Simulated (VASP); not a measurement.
# Co in VASP: single point with PBE

Aim: the single point of Co with PBE.

Everything below comes from runs of VASP 6.6.1. Logs are shortened: lines on timing, memory, paths and dates and some standing lists are left out, and cuts for length are marked.

## (1) The cell of the first run

The typed cell holds 4 atoms: a = 4.335 Å, b = 4.049 Å, c = 2.483 Å, α = 90.00°, β = 90.00°, γ = 90.00°.

## (2) Single point, PBE, collinear spin, ferromagnetic start

Contents of INCAR:

```
ALGO = Normal
EDIFF = 1E-7
ENCUT = 520
GGA = PE
ISIF = 2
ISMEAR = 0
ISPIN = 2
LASPH = T
LCHARG = T
LELF = T
LMAXMIX = 4
LORBIT = 11
LREAL = F
LVHAR = T
LWAVE = F
MAGMOM = 3 3 3 3
NBANDS = 30
NELM = 150
PREC = Accurate
SIGMA = 0.1
```

Contents of KPOINTS:

```
k-points
0
Gamma
  4 6 6
```

Contents of POSCAR:

```
Co
1.0
    4.3348197591      0.0000000000      0.0000000000
    0.0000000000      4.0492992534      0.0000000000
    0.0000000000      0.0000000000      2.4826872022
Co
4
Direct
    0.1646038854      0.7500000000      0.5000965275
    0.3353961146      0.2500000000      0.0000965275
    0.6646038854      0.7500000000      0.9999034725
    0.8353961146      0.2500000000      0.4999034725
```

Potentials or basis: VASP PAW PBE potentials, release 64 (Co).

Run with:

```console
$ cat potpaw_PBE.64/Co/POTCAR > POTCAR
$ mpirun -np 1 vasp_std > vasp.out
```

OUTCAR:

```text
EDIFF = 1E-7
   ENCUT = 520
   GGA = PE
   ISIF = 2
   ISMEAR = 0
   ISPIN = 2
   LASPH = T
   LORBIT = 11
   LREAL = F
   NELM = 150
   PREC = Accurate

 ion  position               nearest neighbor table
   1  0.165  0.750  0.500-   4 2.48   4 2.48   2 2.49   2 2.49   2 2.49   2 2.49   3 2.50   3 2.50
                             3 2.50   3 2.50
   2  0.335  0.250  0.000-   3 2.48   3 2.48   1 2.49   1 2.49   1 2.49   1 2.49   4 2.50   4 2.50
                             4 2.50   4 2.50
   3  0.665  0.750  1.000-   2 2.48   2 2.48   4 2.49   4 2.49   4 2.49   4 2.49   1 2.50   1 2.50
                             1 2.50   1 2.50
   4  0.835  0.250  0.500-   1 2.48   1 2.48   3 2.49   3 2.49   3 2.49   3 2.49   2 2.50   2 2.50
                             2 2.50   2 2.50

  LATTYP: Found a simple orthorhombic cell.
 ALAT       =     2.4826872022
 B/A-ratio  =     1.6310146723
 C/A-ratio  =     1.7460192952

  Lattice vectors:

 A1 = (   0.0000000000,   0.0000000000,  -2.4826872022)
 A2 = (   0.0000000000,   4.0492992534,   0.0000000000)
 A3 = (   4.3348197591,   0.0000000000,   0.0000000000)

Analysis of symmetry for initial positions (statically):
=====================================================================
 Subroutine PRICEL returns:
 Original cell was already a primitive cell.

 Routine SETGRP: Setting up the symmetry group for a
 simple orthorhombic supercell.

 Subroutine GETGRP returns: Found  8 space group operations
 (whereof  2 operations were pure point group operations)
 out of a pool of  8 trial point group operations.

The static configuration has the point symmetry S_2 .
 The point group associated with its full space group is D_2h.

Analysis of symmetry for dynamics (positions and initial velocities):
=====================================================================
 Subroutine PRICEL returns:
 Original cell was already a primitive cell.

 Routine SETGRP: Setting up the symmetry group for a
 simple orthorhombic supercell.

 Subroutine GETGRP returns: Found  8 space group operations
 (whereof  2 operations were pure point group operations)
 out of a pool of  8 trial point group operations.

The dynamic configuration has the point symmetry S_2 .
 The point group associated with its full space group is D_2h.

Analysis of structural, dynamic, and magnetic symmetry:
=====================================================================
 Subroutine PRICEL returns:
 Original cell was already a primitive cell.

 Routine SETGRP: Setting up the symmetry group for a
 simple orthorhombic supercell.
[... 138 lines left out ...]
   IVDW    =     0    specifies the selected vdW correction
   LEPSILON=     F    determine dielectric tensor
   LRPA    =     F    only Hartree local field effects (RPA)
 spin polarized calculation
 Gauss-broadening in eV      SIGMA  =   0.10
  energy-cutoff  :      520.00
  volume of cell :       43.58
 maximum number of plane-waves:      1186
   NGX = 17   NGY = 15   NGZ =  9

 number of electron      36.0000000 magnetization      12.0000000

 number of electron      36.0000019 magnetization       6.5964274

 Free energy of the ion-electron system (eV)
  ---------------------------------------------------
  ext. energy  EPLUGINS =         0.00000000
  ---------------------------------------------------
  free energy    TOTEN  =       -28.17711971 eV

  energy without entropy =      -28.15718273  energy(sigma->0) =      -28.16715122

 E-fermi :  10.1655     XC(G=0): -13.3805

 val. band max:       10.1604649508   @ k =   0.5000   0.1667   0.1667
 cond. band min:      10.1732974331   @ k =   0.0000   0.1667   0.1667
 fundamental gap:      0.0128324823
 Fermi energy:        10.1654586026

 spin component 1

 k-point     1 :       0.0000    0.0000    0.0000
  band No.  band energies     occupation
      1       1.3092      1.00000
      2       5.0704      1.00000
      3       5.4619      1.00000
      4       5.4888      1.00000
      5       5.7645      1.00000
      6       7.4703      1.00000
[... 781 lines left out ...]
     29      25.6371      0.00000
     30      25.6371      0.00000

 [... further k-points ...]

 spin component 2

 k-point     1 :       0.0000    0.0000    0.0000
  band No.  band energies     occupation
      1       1.3127      1.00000
      2       6.0274      1.00000
      3       6.3682      1.00000
      4       6.6611      1.00000
      5       7.0131      1.00000
      6       8.3251      1.00000
[... 781 lines left out ...]
     29      26.0743      0.00000
     30      26.0743      0.00000

 [... further k-points ...]

------------------------ aborting loop because EDIFF is reached ----------------------------------------

  FORCE on cell =-STRESS in cart. coord.  units (eV):
  Direction    XX          YY          ZZ          XY          YZ          ZX
  --------------------------------------------------------------------------------------
  -------------------------------------------------------------------------------------
  Total       -0.2400335     -0.1604465     -0.2669774      0.0000000     -0.0000000      0.0000000
  in kB       -8.8248941     -5.8988579     -9.8154921      0.0000000     -0.0000000      0.0000000
  external PRESSURE =      -8.1797481 kB  Pullay stress =       0.0000000 kB

 VOLUME and BASIS-vectors are now :
 -----------------------------------------------------------------------------
  energy-cutoff  :      520.00
  volume of cell :       43.58
      direct lattice vectors                 reciprocal lattice vectors
     4.334819759  0.000000000  0.000000000     0.230690099  0.000000000  0.000000000
     0.000000000  4.049299253  0.000000000     0.000000000  0.246956310  0.000000000
     0.000000000  0.000000000  2.482687202     0.000000000  0.000000000  0.402789364

 POSITION                                       TOTAL-FORCE (eV/Angst)
 -----------------------------------------------------------------------------------
      0.71353      3.03697      1.24158        -0.000877     -0.000000     -0.000999
      1.45388      1.01232      0.00024         0.000877      0.000000     -0.000999
      2.88094      3.03697      2.48245        -0.000877      0.000000      0.000999
      3.62129      1.01232      1.24110         0.000877      0.000000      0.000999
 -----------------------------------------------------------------------------------
    total drift:                               -0.000000     -0.000000     -0.000000

  FREE ENERGIE OF THE ION-ELECTRON SYSTEM (eV)
  ---------------------------------------------------
  free  energy   TOTEN  =       -28.1771197137 eV

  energy  without entropy=      -28.1571827332  energy(sigma->0) =      -28.16715122

 total charge

# of ion       s       p       d       tot
------------------------------------------
    1        0.488   0.520   7.256   8.264
    2        0.488   0.520   7.256   8.264
    3        0.488   0.520   7.256   8.264
    4        0.488   0.520   7.256   8.264
--------------------------------------------------
tot          1.954   2.079  29.023  33.055

 magnetization (x)

# of ion       s       p       d       tot
------------------------------------------
    1       -0.014  -0.053   1.735   1.669
    2       -0.014  -0.053   1.735   1.669
    3       -0.014  -0.053   1.735   1.669
    4       -0.014  -0.053   1.735   1.669
--------------------------------------------------
tot         -0.054  -0.210   6.939   6.675
```

OSZICAR:

```text
N       E                     dE             d eps       ncg     rms          rms(c)
DAV:   1     0.239378126209E+03    0.23938E+03   -0.15846E+04  5816   0.164E+03
DAV:   2    -0.165830939237E+02   -0.25596E+03   -0.23837E+03  5772   0.310E+02
DAV:   3    -0.310894633005E+02   -0.14506E+02   -0.13772E+02  6366   0.100E+02
DAV:   4    -0.313125536187E+02   -0.22309E+00   -0.22288E+00  6622   0.124E+01
DAV:   5    -0.313223341780E+02   -0.97806E-02   -0.97801E-02  8346   0.194E+00    0.228E+01
DAV:   6    -0.288755441474E+02    0.24468E+01   -0.24617E+01  6396   0.730E+01    0.925E+00
DAV:   7    -0.282405223735E+02    0.63502E+00   -0.34623E+00  6402   0.272E+01    0.532E+00
DAV:   8    -0.282065806772E+02    0.33942E-01   -0.54529E-02  7442   0.204E+00    0.232E+00
DAV:   9    -0.281787801223E+02    0.27801E-01   -0.12889E-02  8430   0.132E+00    0.717E-01
DAV:  10    -0.281771250181E+02    0.16551E-02   -0.20088E-03  7468   0.471E-01    0.119E-01
DAV:  11    -0.281771279949E+02   -0.29768E-05   -0.23860E-04  8218   0.169E-01    0.404E-02
DAV:  12    -0.281771221330E+02    0.58619E-05   -0.21648E-05  6130   0.387E-02    0.249E-02
DAV:  13    -0.281771197707E+02    0.23622E-05   -0.29468E-06  8640   0.173E-02    0.753E-03
DAV:  14    -0.281771201527E+02   -0.38192E-06   -0.10368E-06  6088   0.922E-03    0.220E-03
DAV:  15    -0.281771197067E+02    0.44593E-06   -0.14767E-08  3510   0.125E-03    0.801E-04
DAV:  16    -0.281771197137E+02   -0.70136E-08   -0.88578E-09  3186   0.889E-04
   1 F= -.28177120E+02 E0= -.28167151E+02  d E =-.199370E-01  mag=     6.5964
```

It took 81 s on 1 thread of Intel Xeon Platinum 8259CL at 2.50GHz (Skylake/Cascade Lake), shared host; peak memory 0.21 GiB.

Results:

```yaml
Free_energy: -28.1771 eV
Pressure: -0.8 GPa
Net_moment: 6.60 μB per cell
Site_moments: Co +1.67 μB
Valence_electrons_inside_the_program's_atomic_spheres: Co 8.26
```

Caveat: the k points lie up to 0.42 Å⁻¹ apart.
